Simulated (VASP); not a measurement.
# In3GaSb2N2 (P4mm) in VASP: relaxation of cell and atoms with PBE

Aim: the relaxation of cell and atoms of In3GaSb2N2 with PBE.

Program: VASP 6.6.1. These are calculated values, not measurements. Logs are shortened: lines on timing, memory, paths and dates and some standing lists are left out, and cuts for length are marked.

## (1) The cell of the first run

It takes space group P4mm (No. 99, tetragonal). Conventional cell: a = 5.176 Å, b = 5.176 Å, c = 7.936 Å, α = 90.00°, β = 90.00°, γ = 90.00°. Within 3.2 Å of In (site symmetry 4mm) lie 1 Sb at 2.42 Å and 1 Ga at 2.50 Å. In (site symmetry 2mm) has 1 N at 2.04 Å and 2 Ga at 2.63 Å and 2 Sb at 2.67 Å within 2.7 Å. Within 3.3 Å of Ga (site symmetry 4mm) lie 5 In at 2.50 to 2.63 Å and 1 Sb at 3.02 Å. Sb (site symmetry 4mm) has 4 In at 2.67 Å and 4 N at 2.94 Å within 3.5 Å. Within 3.2 Å of Sb (site symmetry 4mm) lie 1 In at 2.42 Å and 4 N at 2.64 Å and 1 Ga at 3.02 Å. N (site symmetry 2mm) has 1 In at 2.04 Å and 2 Sb at 2.64 Å within 2.7 Å.

The cell was generated, and may not be a known phase.

## (2) Relaxation of cell and atoms, PBE

The input, INCAR:

```
ALGO     = Normal         # electronic algorithm
EDIFF    = 1E-7           # SCF threshold, eV
EDIFFG   = -0.08          # ionic threshold
ENCUT    = 600            # plane-wave cutoff, eV
GGA      = PE             # functional
IBRION   = 2              # ionic algorithm
ISIF     = 3              # what is computed and relaxed
ISMEAR   = 0              # smearing method
LASPH    = T              # aspherical terms in the spheres
LCHARG   = F              # write CHGCAR
LREAL    = F              # projectors in reciprocal space
LWAVE    = F              # write WAVECAR
NELM     = 80             # most SCF steps
NSW      = 36             # ionic steps
PREC     = Accurate       # precision mode
SIGMA    = 0.15           # smearing width, eV
```

The input, KPOINTS:

```
k-points
0
Gamma
  3 3 2
```

The input, POSCAR:

```
In3GaSb2N2
1.0
    5.1764938100      0.0000000000      0.0000000000
    0.0000000000      5.1764938100      0.0000000000
    0.0000000000      0.0000000000      7.9358601300
In Ga Sb N
3 1 2 2
Direct
    0.5000000000      0.5000000000      0.5805212300
    0.5000000000      0.0000000000      0.2068983600
    0.0000000000      0.5000000000      0.2068983600
    0.5000000000      0.5000000000      0.2658052700
    0.0000000000      0.0000000000      0.1250880400
    0.5000000000      0.5000000000      0.8854646300
    0.5000000000      0.0000000000      0.9494745000
    0.0000000000      0.5000000000      0.9494745000
```

Potentials or basis: VASP PAW PBE potentials, release 64 (In_d, Ga_d, Sb, N).

Run with:

```console
$ cat potpaw_PBE.64/In_d/POTCAR potpaw_PBE.64/Ga_d/POTCAR potpaw_PBE.64/Sb/POTCAR potpaw_PBE.64/N/POTCAR > POTCAR
$ mpirun -np 1 vasp_std > vasp.out
```

OUTCAR:

```text
EDIFF = 1E-7
   EDIFFG = -0.08
   ENCUT = 600
   GGA = PE
   IBRION = 2
   ISIF = 3
   ISMEAR = 0
   LASPH = T
   LREAL = F
   NELM = 80
   NSW = 36
   PREC = Accurate

 ion  position               nearest neighbor table
   1  0.500  0.500  0.581-   6 2.42   4 2.50   2 3.94   3 3.94   2 3.94   3 3.94
   2  0.500  0.000  0.207-   7 2.04   4 2.63   4 2.63   5 2.67   5 2.67   6 3.63   6 3.63   3 3.66
                             3 3.66   3 3.66   3 3.66   1 3.94   1 3.94
   3  0.000  0.500  0.207-   8 2.04   4 2.63   4 2.63   5 2.67   5 2.67   6 3.63   6 3.63   2 3.66
                             2 3.66   2 3.66   2 3.66   1 3.94   1 3.94
   4  0.500  0.500  0.266-   1 2.50   2 2.63   3 2.63   2 2.63   3 2.63   6 3.02
   5  0.000  0.000  0.125-   2 2.67   3 2.67   3 2.67   2 2.67
   6  0.500  0.500  0.885-   1 2.42   7 2.64   8 2.64   7 2.64   8 2.64   4 3.02   2 3.63   3 3.63
                             3 3.63   2 3.63
   7  0.500  0.000  0.949-   2 2.04   6 2.64   6 2.64
   8  0.000  0.500  0.949-   3 2.04   6 2.64   6 2.64

  LATTYP: Found a simple tetragonal cell.
 ALAT       =     5.1764938100
 C/A-ratio  =     1.5330570114

  Lattice vectors:

 A1 = (   5.1764938100,   0.0000000000,   0.0000000000)
 A2 = (   0.0000000000,   5.1764938100,   0.0000000000)
 A3 = (   0.0000000000,   0.0000000000,   7.9358601300)

Analysis of symmetry for initial positions (statically):
=====================================================================
 Subroutine PRICEL returns:
 Original cell was already a primitive cell.

 Routine SETGRP: Setting up the symmetry group for a
 simple tetragonal supercell.

 Subroutine GETGRP returns: Found  8 space group operations
 (whereof  8 operations were pure point group operations)
 out of a pool of 16 trial point group operations.

The static configuration has the point symmetry C_4v.

Analysis of symmetry for dynamics (positions and initial velocities):
=====================================================================
 Subroutine PRICEL returns:
 Original cell was already a primitive cell.

 Routine SETGRP: Setting up the symmetry group for a
 simple tetragonal supercell.

 Subroutine GETGRP returns: Found  8 space group operations
 (whereof  8 operations were pure point group operations)
 out of a pool of 16 trial point group operations.

The dynamic configuration has the point symmetry C_4v.

 Subroutine INISYM returns: Found  8 space group operations
 (whereof  8 operations are pure point group operations),
 and found     1 'primitive' translations

----------------------------------------------------------------------------------------

                                     Primitive cell

  volume of cell :     212.6500
[... 90 lines left out ...]
   POTIM  = 0.5000    time-step for ionic-motion
   TEBEG  =    0.0;   TEEND  =   0.0 temperature during run
   PSTRESS=    0.0 pullay stress
   NELECT =      72.0000    total number of electrons
   NUPDOWN=      -1.0000    fix difference up-down
   EMIN   =  10.00;   EMAX   =-10.00  energy-range for DOS
   EFERMI =   0.00;   METHOD = LEGACY
   ISMEAR =     0;   SIGMA  =   0.15  broadening in eV -4-tet -1-fermi 0-gaus
   EFERMI_NEDOS =   21; number of points for ismear=-14 and -15
   IALGO  =     38    algorithm
   IMIX   =      4    mixing-type and parameters
     AMIX     =   0.40;   BMIX     =  1.00
     AMIX_MAG =   1.60;   BMIX_MAG =  1.00
  volume/ion in A,a.u.               =      26.58       179.38
  Fermi-wavevector in a.u.,A,eV,Ry     =   1.141030  2.156235 17.714109  1.301950
  Thomas-Fermi vector in A             =   2.277731
   LORBIT       =      0    0 simple, 1 ext, 2 COOP (PROOUT), +10 PAW based schemes
   GGA     = PE    functional components
   LHFCALC =     F    Hartree Fock is set to
   AEXX    =    0.0000 exact exchange contribution
   IVDW    =     0    specifies the selected vdW correction
   LEPSILON=     F    determine dielectric tensor
   LRPA    =     F    only Hartree local field effects (RPA)
 conjugate gradient relaxation of ions
 non-spin polarized calculation
 Gauss-broadening in eV      SIGMA  =   0.15
  energy-cutoff  :      600.00
  volume of cell :      212.65
 maximum number of plane-waves:      7144
 NGX is ok and might be reduce to    42
   NGX = 21   NGY = 21   NGZ = 31

--------------------------------------- Ionic step        1  -------------------------------------------

 number of electron      71.9999979 magnetization

 Free energy of the ion-electron system (eV)
  ---------------------------------------------------
  ext. energy  EPLUGINS =         0.00000000
  ---------------------------------------------------
  free energy    TOTEN  =       -25.54919422 eV

  energy without entropy =      -25.48446548  energy(sigma->0) =      -25.51682985

------------------------ aborting loop because EDIFF is reached ----------------------------------------

  FORCE on cell =-STRESS in cart. coord.  units (eV):
  Direction    XX          YY          ZZ          XY          YZ          ZX
  --------------------------------------------------------------------------------------
  -------------------------------------------------------------------------------------
  Total       10.0968122     10.0968122     18.7327198      0.0000000      0.0000000     -0.0000000
  in kB       76.0728097     76.0728097    141.1386689      0.0000000      0.0000000     -0.0000000
  external PRESSURE =      97.7614294 kB  Pullay stress =       0.0000000 kB
[... 107 lines left out ...]
  FREE ENERGIE OF THE ION-ELECTRON SYSTEM (eV)
  ---------------------------------------------------
  free  energy   TOTEN  =       -27.3839946766 eV

  energy  without entropy=      -27.3310856357  energy(sigma->0) =      -27.35754016

[... ionic steps 4 to 26 ...]

--------------------------------------- Ionic step       27  -------------------------------------------

 number of electron      71.9999986 magnetization

------------------------ aborting loop because EDIFF is reached ----------------------------------------
[... 79 lines left out ...]
--------------------------------------- Ionic step       29  -------------------------------------------

 number of electron      71.9999989 magnetization

 Free energy of the ion-electron system (eV)
  ---------------------------------------------------
  ext. energy  EPLUGINS =         0.00000000
  ---------------------------------------------------
  free energy    TOTEN  =       -31.09280727 eV

  energy without entropy =      -31.07532150  energy(sigma->0) =      -31.08406438

 E-fermi :   4.7830     XC(G=0):  -8.7589

 val. band max:        4.6187389654   @ k =   0.3333   0.0000   0.5000
 cond. band min:       4.8142779856   @ k =   0.0000   0.0000   0.5000
 fundamental gap:      0.1955390203
 Fermi energy:         4.7829906476

 k-point     1 :       0.0000    0.0000    0.0000
  band No.  band energies     occupation
      1     -10.7638      2.00000
      2     -10.5300      2.00000
      3     -10.5215      2.00000
      4     -10.5039      2.00000
      5     -10.4014      2.00000
      6     -10.4014      2.00000
[... 300 lines left out ...]
  FREE ENERGIE OF THE ION-ELECTRON SYSTEM (eV)
  ---------------------------------------------------
  free  energy   TOTEN  =       -31.0928072701 eV

  energy  without entropy=      -31.0753214991  energy(sigma->0) =      -31.08406438

 reached required accuracy - stopping structural energy minimisation
```

OSZICAR:

```text
N       E                     dE             d eps       ncg     rms          rms(c)
DAV:   1     0.786026381546E+03    0.78603E+03   -0.34863E+04   516   0.216E+03
DAV:   2     0.109863564706E+03   -0.67616E+03   -0.66312E+03   532   0.557E+02
DAV:   3    -0.173917186410E+02   -0.12726E+03   -0.12355E+03   652   0.225E+02
[... 402 lines left out ...]
DAV:   7    -0.310928077239E+02    0.22761E-07   -0.56241E-06   604   0.232E-02    0.585E-03
DAV:   8    -0.310928072300E+02    0.49393E-06   -0.20683E-06   661   0.141E-02    0.245E-03
DAV:   9    -0.310928071245E+02    0.10552E-06   -0.22598E-07   405   0.431E-03    0.124E-03
DAV:  10    -0.310928072436E+02   -0.11917E-06   -0.11190E-07   367   0.284E-03    0.457E-04
DAV:  11    -0.310928072701E+02   -0.26439E-07   -0.33107E-08   316   0.132E-03
  29 F= -.31092807E+02 E0= -.31084064E+02  d E =-.452943E-02
```

It took 29 min on 1 thread of Intel Xeon Platinum 8375C at 2.90GHz (Ice Lake), shared host; peak memory 0.39 GiB.

What came out:

| Quantity | Value |
| --- | --- |
| Free energy | -31.0928 eV |
| Relaxed volume | 27.00 Å³/atom |
| Relaxed cell | a = 4.873 Å, b = 4.873 Å, c = 9.097 Å, α = 90.00°, β = 90.00°, γ = 90.00° |
| Space group after relaxing (to 0.1 Å) | P4mm (No. 99) |
| Energy gained by relaxing | 693.0 meV/atom |
| Ionic steps | 29 |
| Pressure after relaxing | 0.2 GPa |
| Largest force after relaxing | 0.056 eV/Å |
| Band gap on the k mesh | 0.20 eV (least direct gap 0.26 eV) |

Forces in eV/Å, atoms in the order of the input:
```
In   0.000  0.000  0.056
In   0.000  0.000  0.025
In   0.000  0.000  0.025
Ga   0.000  0.000  0.024
Sb   0.000  0.000 -0.043
Sb   0.000  0.000 -0.012
N    0.000  0.000 -0.038
N    0.000  0.000 -0.038
```

The path:
| step | energy change (eV) | largest force (eV/Å) | pressure (GPa) | volume (Å³) |
| --- | --- | --- | --- | --- |
| 1 | 0.0000 | 6.0325 | 9.78 | 212.65 |
| 2 | -1.4360 | 2.4361 | -3.87 | 266.37 |
| 3 | -1.8348 | 2.7974 | -0.96 | 243.83 |
| 4 | -2.4146 | 2.8433 | -1.13 | 243.31 |
| 5 | -3.0390 | 2.1627 | 0.15 | 241.41 |
| 6 | -3.1044 | 2.1958 | -0.66 | 242.06 |
| 7 | -3.5184 | 1.9752 | -0.96 | 239.92 |
| 8 | -4.4012 | 1.3145 | -1.23 | 233.31 |
| 9 | -4.3131 | 1.7318 | 0.03 | 219.35 |
| 10 | -4.6524 | 1.5537 | -0.75 | 226.80 |
| 11 | -4.8508 | 0.5685 | -0.17 | 222.40 |
| 12 | -4.8845 | 0.5801 | 0.44 | 219.17 |
| 13 | -4.9464 | 0.4523 | 0.15 | 220.81 |
| 14 | -4.9992 | 0.6838 | -0.22 | 224.20 |
| 15 | -5.0317 | 0.6941 | -0.29 | 224.74 |
| 16 | -5.1239 | 0.7361 | -0.50 | 226.36 |
| 17 | -5.2456 | 0.8497 | -0.81 | 229.57 |
| 18 | -5.3462 | 0.5018 | -0.86 | 228.46 |
| 19 | -5.4323 | 0.5597 | -0.71 | 226.11 |
| 20 | -5.4331 | 0.5749 | -0.68 | 225.87 |
| 21 | -5.4550 | 0.5570 | -0.33 | 223.58 |
| 22 | -5.4848 | 0.5126 | 0.85 | 216.81 |
| 23 | -5.5029 | 0.4234 | 0.63 | 217.01 |
| 24 | -5.5276 | 0.3417 | 0.00 | 217.60 |
| 25 | -5.5277 | 0.3598 | -0.04 | 217.64 |
| 26 | -5.5325 | 0.2626 | -0.06 | 217.53 |
| 27 | -5.5391 | 0.2306 | -0.10 | 217.21 |
| 28 | -5.5427 | 0.1348 | 0.05 | 216.54 |
| 29 | -5.5436 | 0.0562 | 0.17 | 215.98 |

Final structure:
```
CELL_PARAMETERS angstrom
4.87272 0.00000 0.00000
0.00000 4.87272 0.00000
0.00000 0.00000 9.09659
ATOMIC_POSITIONS crystal
In 0.50000 0.50000 0.62482
In 0.50000 0.00000 0.20635
In 0.00000 0.50000 0.20635
Ga 0.50000 0.50000 0.33327
Sb 0.00000 0.00000 0.94317
Sb 0.50000 0.50000 0.94022
N 0.50000 0.00000 0.95772
N 0.00000 0.50000 0.95772
```

Caveat: semilocal functionals underestimate gaps, and a narrow one can read as zero; spin-orbit coupling is left out, which moves the levels of the heavy elements; the relaxation stopped at a loose force limit of 0.08 eV/Å, so its end isn't a converged minimum.
